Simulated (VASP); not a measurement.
Set up this calculation in VASP 6.6.1, as the native input.

| Quantity | Value |
| --- | --- |
| Task | electric field gradients |
| Functional | PBEsol |
| Potentials or basis | VASP PAW PBE potentials, release 64 (Sb) |
| Cutoff | 520 eV |
| k mesh | 13 × 13 × 13 |
| Occupations | fermi-dirac, width 0.05 eV |
| Spin | no spin polarisation |
| Dipole correction | no |
| Further INCAR settings | ALGO = Normal; EDIFF = 1e-08; NBANDS = 8 |

The structure of Sb lies in POSCAR:

```
Sb
1.0
    3.1600000000     -0.0474000000     -0.0474000000
   -0.0474000000      3.1600000000     -0.0474000000
   -0.0474000000     -0.0474000000      3.1600000000
Sb
1
Direct
    0.0000000000      0.0000000000      0.0000000000
```

This cell differs from its parent crystal: equal xy, yz and zx shear strains of -3 %.

One way to write it, as run:

INCAR

```
PREC = Accurate
ENCUT = 520
EDIFF = 1E-8
ISMEAR = -1
SIGMA = 0.05
LREAL = F
LASPH = T
NELM = 80
ALGO = Normal
ISIF = 2
LWAVE = F
LCHARG = F
GGA = PS
LEFG = T
NBANDS = 8
```

KPOINTS

```
regular mesh
0
Gamma
  13 13 13
```

Potentials or basis: VASP PAW PBE potentials, release 64 (Sb).

Launch:

```bash
$ cat potpaw_PBE.64/Sb/POTCAR > POTCAR
$ mpirun -np 1 vasp_std > vasp.out
```

It gave:

| Item | Value |
| --- | --- |
| Pressure | -4.9 GPa |

Caveat: the cell differs from its parent crystal (equal xy, yz and zx shear strains of -3 %); without QUAD_EFG the Cq values of the log hold for a quadrupole moment of 1 mb, not for the nuclei; the PAW data sets were made with another functional, which shifts forces and pressure a little.

It took 31 s on 1 thread of Intel(R) Xeon(R) Platinum 8259CL CPU @ 2.50GHz (Skylake/Cascade Lake), with other jobs on the host, peak memory 0.17 GiB.
